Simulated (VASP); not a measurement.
# CrO2 in VASP: further runs, part 2 of 2

VASP 6.6.1.

**3. Single point, PBEsol, collinear spin, ferromagnetic start**

Input file INCAR:

```
SYSTEM = CrO2
PREC = Accurate ; ENCUT = 520
EDIFF = 1E-6 ; ISMEAR = -1
SIGMA = 0.05 ; LREAL = .FALSE.
LASPH = .TRUE. ; NELM = 150
ALGO = Normal ; ISIF = 2
LWAVE = .FALSE. ; LCHARG = .TRUE.
ISPIN = 2 ; MAGMOM = 3 3 0 0 0 0
LORBIT = 11 ; LMAXMIX = 4
GGA = PS ; LELF = .TRUE.
LVHAR = .TRUE. ; NBANDS = 37
```

Input file KPOINTS:

```
Automatic mesh
0
G
  5 5 8
  0 0 0
```

Input file POSCAR:

```
CrO2
1.0
    4.4210000000     -0.0221050000      0.0000000000
   -0.0221050000      4.4210000000      0.0000000000
    0.0000000000      0.0000000000      2.9170000000
Cr O
2 4
Direct
    0.5000000000      0.5000000000      0.5000000000
    0.0000000000      0.0000000000      0.0000000000
    0.8010000000      0.1990000000      0.5000000000
    0.6990000000      0.6990000000      0.0000000000
    0.1990000000      0.8010000000      0.5000000000
    0.3010000000      0.3010000000      0.0000000000
```

Potentials or basis: VASP PAW PBE potentials, release 64 (Cr_pv, O).

Command:

```
$ cat potpaw_PBE.64/Cr_pv/POTCAR potpaw_PBE.64/O/POTCAR > POTCAR
$ mpirun -np 1 vasp_std > vasp.out
```

OUTCAR:

```text
SYSTEM = CrO2
   PREC = Accurate
   ENCUT = 520
   EDIFF = 1E-6
   ISMEAR = -1
   LREAL = .FALSE.
   LASPH = .TRUE.
   NELM = 150
   ISIF = 2
   ISPIN = 2
   LORBIT = 11
   GGA = PS

 ion  position               nearest neighbor table
   1  0.500  0.500  0.500-   3 1.89   5 1.89   4 1.91   6 1.91   4 1.91   6 1.91
   2  0.000  0.000  0.000-   4 1.87   6 1.87   5 1.92   3 1.92   3 1.92   5 1.92
   3  0.801  0.199  0.500-   1 1.89   2 1.92   2 1.92
   4  0.699  0.699  0.000-   2 1.87   1 1.91   1 1.91
   5  0.199  0.801  0.500-   1 1.89   2 1.92   2 1.92
   6  0.301  0.301  0.000-   2 1.87   1 1.91   1 1.91

  LATTYP: Found a base centered orthorhombic cell.
 ALAT       =     6.2209769685
 B/A-ratio  =     1.0100502513
 C/A-ratio  =     0.4688974119

  Lattice vectors:

 A1 = (   4.4210000000,  -0.0221050000,   0.0000000000)
 A2 = (  -0.0221050000,   4.4210000000,   0.0000000000)
 A3 = (   0.0000000000,   0.0000000000,   2.9170000000)

Analysis of symmetry for initial positions (statically):
=====================================================================
 Subroutine PRICEL returns:
 Original cell was already a primitive cell.
[... 2087 lines left out ...]
  Total       -1.8235594     -1.8235594     -2.6052449      0.8019366      0.0000000      0.0000000
  in kB      -51.2464635    -51.2464635    -73.2137315     22.5363719      0.0000000      0.0000000
  external PRESSURE =     -58.5688862 kB  Pullay stress =       0.0000000 kB

 VOLUME and BASIS-vectors are now :
 -----------------------------------------------------------------------------
  energy-cutoff  :      520.00
  volume of cell :       57.01
      direct lattice vectors                 reciprocal lattice vectors
     4.421000000 -0.022105000  0.000000000     0.226198824  0.001130994  0.000000000
    -0.022105000  4.421000000  0.000000000     0.001130994  0.226198824  0.000000000
     0.000000000  0.000000000  2.917000000     0.000000000  0.000000000  0.342817964

 POSITION                                       TOTAL-FORCE (eV/Angst)
 -----------------------------------------------------------------------------------
      2.19945      2.19945      1.45850         0.000000     -0.000000      0.000000
      0.00000      0.00000      0.00000         0.000000     -0.000000      0.000000
      3.53682      0.86207      1.45850         0.221959     -0.221959      0.000000
      3.07483      3.07483      0.00000        -0.242849     -0.242849      0.000000
      0.86207      3.53682      1.45850        -0.221959      0.221959      0.000000
      1.32407      1.32407      0.00000         0.242849      0.242849     -0.000000
 -----------------------------------------------------------------------------------
    total drift:                                0.000000      0.000000      0.000000

  FREE ENERGIE OF THE ION-ELECTRON SYSTEM (eV)
  ---------------------------------------------------
  free  energy   TOTEN  =       -53.0106258354 eV

  energy  without entropy=      -52.9955316321  energy(sigma->0) =      -53.00307873

 total charge

# of ion       s       p       d       tot
------------------------------------------
    1        0.360   6.470   4.040  10.870
    2        0.362   6.474   4.042  10.878
    3        1.566   3.439   0.000   5.004
    4        1.567   3.447   0.000   5.014
    5        1.566   3.439   0.000   5.004
    6        1.567   3.447   0.000   5.014
--------------------------------------------------
tot          6.987  26.715   8.082  41.784

 magnetization (x)

# of ion       s       p       d       tot
------------------------------------------
    1        0.021   0.032   2.041   2.093
    2        0.021   0.031   2.018   2.070
    3       -0.003  -0.069   0.000  -0.071
    4       -0.003  -0.068   0.000  -0.071
    5       -0.003  -0.069   0.000  -0.071
    6       -0.003  -0.068   0.000  -0.071
--------------------------------------------------
tot          0.030  -0.209   4.059   3.879
```

OSZICAR:

```text
N       E                     dE             d eps       ncg     rms          rms(c)
DAV:   1     0.582570638160E+03    0.58257E+03   -0.25959E+04  6660   0.146E+03
DAV:   2    -0.176824253465E+02   -0.60025E+03   -0.55259E+03  6943   0.449E+02
[... 11 lines left out ...]
DAV:  14    -0.530106053679E+02    0.14647E-03   -0.10590E-03  7664   0.256E-01    0.173E-01
DAV:  15    -0.530106257909E+02   -0.20423E-04   -0.21505E-04  7359   0.141E-01    0.599E-02
DAV:  16    -0.530106294625E+02   -0.36717E-05   -0.27506E-05  7240   0.354E-02    0.359E-02
DAV:  17    -0.530106281223E+02    0.13402E-05   -0.39335E-06  6453   0.164E-02    0.186E-02
DAV:  18    -0.530106258677E+02    0.22547E-05   -0.50816E-06  7111   0.226E-02    0.534E-03
DAV:  19    -0.530106258354E+02    0.32289E-07   -0.80011E-07  3618   0.703E-03
   1 F= -.53010626E+02 E0= -.53003079E+02  d E =-.150942E-01  mag=     4.0000
```

stdout:

```text
POSCAR found type information on POSCAR CrO
 POSCAR found :  2 types and       6 ions
 scaLAPACK will be used
 -----------------------------------------------------------------------------
|                                                                             |
|                                                                             |
|     You enforced a specific xc type in the INCAR file but a different       |
|     I HOPE YOU KNOW WHAT YOU ARE DOING!                                     |
|                                                                             |
 -----------------------------------------------------------------------------

 LDA part: xc-table for (Slater+PW92), standard interpolation
 POSCAR, INCAR and KPOINTS ok, starting setup
 FFT: planning ... GRIDC
 FFT: planning ... GRID_SOFT
 FFT: planning ... GRID
 WAVECAR not read
 entering main loop
```

Wall time 86 s (1 thread of Intel Xeon 6975P-C (Granite Rapids), shared host); peak memory 0.28 GiB.

Results:

* Free energy: -53.0106 eV
* Pressure: -5.9 GPa
* Largest force: 0.343 eV/Å
* Band gap on the k mesh: zero (filled and empty bands overlap)
* Net moment: 4.00 μB per cell
* Site moments: Cr +2.09, +2.07; O -0.07 μB
* Valence electrons inside the program's atomic spheres: Cr 10.87, 10.88; O 5.00, 5.01 (each value once)

Forces in eV/Å, atoms in the order of the input:
```
Cr   0.000  0.000  0.000
Cr   0.000  0.000  0.000
O    0.222 -0.222  0.000
O   -0.243 -0.243  0.000
O   -0.222  0.222  0.000
O    0.243  0.243  0.000
```

Levels at points of the mesh, in eV from the Fermi level:
Spin up:
| k point | band 24 | band 25 | band 26 | band 27 | band 28 | band 29 |
| --- | --- | --- | --- | --- | --- | --- |
| (0.00, 0.00, 0.00) | -1.18 | -1.15 | -1.15 | -0.66 | 1.09 | 1.20 |
| (0.00, 0.00, 0.50) | -0.62 | -0.01 | 0.03 | 0.74 | 0.74 | 2.40 |
Spin down:
```
           k point  band 18  band 19  band 20  band 21  band 22  band 23  band 24  band 25  band 26  band 27
(0.00, 0.00, 0.00)    -3.48    -1.73    -1.42    -1.38    -0.91     0.80     0.81     1.08     1.08     1.10
(0.00, 0.00, 0.50)    -4.01    -3.73    -3.67    -2.66    -2.54     1.60     1.61     2.00     2.03     2.38
```

Caveat: the cell stands under tension; the PAW data sets were made with another functional, which shifts forces and pressure a little; semilocal functionals often make such compounds metallic where correlation or magnetic order opens a gap, which also shifts bond lengths; the run started ferromagnetic, and an antiferromagnetic order may lie lower in energy.

**4. Single point, PBEsol, collinear spin, ferromagnetic start**

Input file INCAR:

```
SYSTEM = CrO2
PREC = Accurate
ENCUT = 520
EDIFF = 1E-6
ISMEAR = -1
SIGMA = 0.05
LREAL = .FALSE.
LASPH = .TRUE.
NELM = 150
ALGO = Normal
ISIF = 2
LWAVE = .FALSE.
LCHARG = .TRUE.
ISPIN = 2
MAGMOM = 3 3 0 0 0 0
LORBIT = 11
LMAXMIX = 4
GGA = PS
LELF = .TRUE.
LVHAR = .TRUE.
NBANDS = 37
```

KPOINTS is that of step 3.

POSCAR, as its differences from that of step 3:

```diff
@@ -2,4 +2,4 @@
 1.0
-    4.4210000000     -0.0221050000      0.0000000000
-   -0.0221050000      4.4210000000      0.0000000000
+    4.4210000000      0.0221050000      0.0000000000
+    0.0221050000      4.4210000000      0.0000000000
     0.0000000000      0.0000000000      2.9170000000
```

Command:

```
$ cat potpaw_PBE.64/Cr_pv/POTCAR potpaw_PBE.64/O/POTCAR > POTCAR
$ mpirun -np 1 vasp_std > vasp.out
```

It took 88 s on 1 thread of Intel Xeon 6975P-C (Granite Rapids), shared host; peak memory 0.29 GiB.

The run converged. Its results:

| Item | Value |
| --- | --- |
| Free energy | -53.0106 eV |
| Pressure | -5.9 GPa |
| Largest force | 0.343 eV/Å |
| Band gap on the k mesh | zero (filled and empty bands overlap) |
| Net moment | 4.00 μB per cell |
| Site moments | Cr +2.07, +2.09; O -0.07 μB |
| Valence electrons inside the program's atomic spheres | Cr 10.88, 10.87; O 5.01, 5.00 (each value once) |

Forces on the atoms (eV/Å):
```
Cr   0.000  0.000  0.000
Cr   0.000  0.000  0.000
O    0.243 -0.243  0.000
O   -0.222 -0.222  0.000
O   -0.243  0.243  0.000
O    0.222  0.222  0.000
```

Stress tensor (GPa, compression positive):
```
-5.13 -2.25  0.00
-2.25 -5.13  0.00
 0.00  0.00 -7.32
```

Levels at points of the mesh, in eV from the Fermi level:
Spin up:
| k point | band 22 | band 23 | band 24 | band 25 | band 26 | band 27 | band 28 | band 29 | band 30 | band 31 |
| --- | --- | --- | --- | --- | --- | --- | --- | --- | --- | --- |
| (0.00, 0.00, 0.00) | -1.28 | -1.25 | -1.18 | -1.15 | -1.15 | -0.66 | 1.09 | 1.20 | 3.60 | 3.68 |
| (0.00, 0.00, 0.50) | -2.66 | -0.66 | -0.62 | -0.01 | 0.03 | 0.74 | 0.74 | 2.40 | 2.49 | 2.79 |
Spin down:
```tsv
k point	band 19	band 20	band 21	band 22	band 23	band 24	band 25	band 26
(0.00, 0.00, 0.00)	-1.73	-1.42	-1.38	-0.91	0.80	0.81	1.08	1.08
(0.00, 0.00, 0.50)	-3.73	-3.67	-2.66	-2.54	1.60	1.61	2.00	2.03
```

Caveat: the cell stands under tension; the PAW data sets were made with another functional, which shifts forces and pressure a little; semilocal functionals often make such compounds metallic where correlation or magnetic order opens a gap, which also shifts bond lengths; the run started ferromagnetic, and an antiferromagnetic order may lie lower in energy. With open d or f shells a metallic result of PBEsol can be an artefact of self-interaction; +U or a hybrid may open a gap.

**5. Single point, PBEsol, collinear spin, ferromagnetic start**

This run uses another cell than the first one, of 10.07 Å³/atom.

Input file INCAR:

```
PREC     = Accurate       # precision mode
ENCUT    = 520            # plane-wave cutoff, eV
EDIFF    = 1E-6           # SCF threshold, eV
ISMEAR   = -1             # smearing method
SIGMA    = 0.05           # smearing width, eV
LREAL    = False          # projectors in reciprocal space
LASPH    = True           # aspherical terms in the spheres
NELM     = 150            # most SCF steps
ALGO     = Normal         # electronic algorithm
ISIF     = 2              # what is computed and relaxed
LWAVE    = False          # write WAVECAR
LCHARG   = True           # write CHGCAR
ISPIN    = 2              # spin polarisation
MAGMOM   = 3 3 0 0 0 0    # initial moments
LORBIT   = 11             # projections on sites
LMAXMIX  = 4              # l up to which the mixer works
GGA      = PS             # functional
LELF     = True           # ELF
LVHAR    = True         
NBANDS   = 37             # bands
```

Input file KPOINTS:

```
regular mesh
0
Gamma
  6 6 9
```

POSCAR, as its differences from that of step 4:

```diff
@@ -2,5 +2,5 @@
 1.0
-    4.4210000000      0.0221050000      0.0000000000
-    0.0221050000      4.4210000000      0.0000000000
-    0.0000000000      0.0000000000      2.9170000000
+    4.5077082879      0.0000000000      0.0000000000
+    0.0000000000      4.5077082879      0.0000000000
+    0.0000000000      0.0000000000      2.9742106030
 Cr O
```

Command:

```
$ cat potpaw_PBE.64/Cr_pv/POTCAR potpaw_PBE.64/O/POTCAR > POTCAR
$ mpirun -np 1 vasp_std > vasp.out
```

It took 3.1 min on 1 thread of AMD EPYC 7R13 (Zen 3), shared host; peak memory 0.27 GiB.

Results (log left out):

| Quantity | Value |
| --- | --- |
| Free energy | -52.7605 eV |
| Pressure | -18.1 GPa |
| Largest force | 0.427 eV/Å |
| Band gap on the k mesh | zero (filled and empty bands overlap) |
| Net moment | 4.00 μB per cell |
| Site moments | Cr +2.13; O -0.10 μB |
| Valence electrons inside the program's atomic spheres | Cr 10.72; O 4.97 |

Forces in eV/Å, atoms in the order of the input:
```
Cr   0.000  0.000  0.000
Cr   0.000  0.000  0.000
O    0.302 -0.302  0.000
O   -0.302 -0.302  0.000
O   -0.302  0.302  0.000
O    0.302  0.302  0.000
```

Stress tensor (GPa, compression positive):
```
-16.85   0.00   0.00
  0.00 -16.85   0.00
  0.00   0.00 -20.65
```

Levels at points of the mesh, in eV from the Fermi level:
Spin up:
| k point | band 23 | band 24 | band 25 | band 26 | band 27 | band 28 | band 29 | band 30 |
| --- | --- | --- | --- | --- | --- | --- | --- | --- |
| (0.00, 0.00, 0.00) | -1.10 | -1.10 | -1.08 | -1.08 | -0.50 | 0.90 | 1.09 | 3.40 |
| (0.50, 0.00, 0.00) | -0.79 | -0.79 | -0.29 | -0.29 | 0.29 | 0.29 | 3.04 | 3.04 |
| (0.50, 0.50, 0.00) | -1.44 | -1.44 | -1.08 | -1.08 | 0.84 | 0.84 | 2.43 | 2.43 |
Spin down:
```csv
k point,band 19,band 20,band 21,band 22,band 23,band 24,band 25,band 26
"(0.00, 0.00, 0.00)",-1.60,-1.27,-1.27,-0.80,0.92,0.96,1.19,1.20
"(0.50, 0.00, 0.00)",-2.71,-2.71,-1.57,-1.57,1.53,1.53,1.77,1.77
"(0.50, 0.50, 0.00)",-2.39,-2.39,-2.12,-2.12,0.95,0.95,1.22,1.22
```

Caveat: the cell stands under tension; the PAW data sets were made with another functional, which shifts forces and pressure a little; semilocal functionals often make such compounds metallic where correlation or magnetic order opens a gap, which also shifts bond lengths; the run started ferromagnetic, and an antiferromagnetic order may lie lower in energy.

**6. Overview**

| cell | k mesh | gap on the mesh (eV) | pressure (GPa) | moment (μB) | largest force (eV/Å) |
| --- | --- | --- | --- | --- | --- |
| a = 4.421, b = 4.421, c = 2.917 Å, angles 90.0, 90.0, 91.1°, 6 atoms | 5 × 5 × 8 | none | -6.0 | 4.00 | 0.36 |
| a = 4.421, b = 4.421, c = 2.917 Å, angles 90.0, 90.0, 90.6°, 6 atoms | 5 × 5 × 8 | none | -5.9 | 4.00 | 0.34 |
| a = 4.421, b = 4.421, c = 2.917 Å, angles 90.0, 90.0, 89.4°, 6 atoms | 5 × 5 × 8 | none | -5.9 | 4.00 | 0.34 |
| a = 4.508, b = 4.508, c = 2.974 Å, 6 atoms | 6 × 6 × 9 | none | -18.1 | 4.00 | 0.43 |

Alike in all rows: task single point; level PBEsol; potentials or basis VASP PAW PBE potentials, release 64 (Cr_pv, O); spin collinear, ferromagnetic start; cutoff (eV) 520; smearing fermi-dirac 0.05 eV.

Caveats: the cell stands under tension; the PAW data sets were made with another functional, which shifts forces and pressure a little; semilocal functionals often make such compounds metallic where correlation or magnetic order opens a gap, which also shifts bond lengths; the run started ferromagnetic, and an antiferromagnetic order may lie lower in energy.

Absolute energies hang on the potentials; compare differences alone.
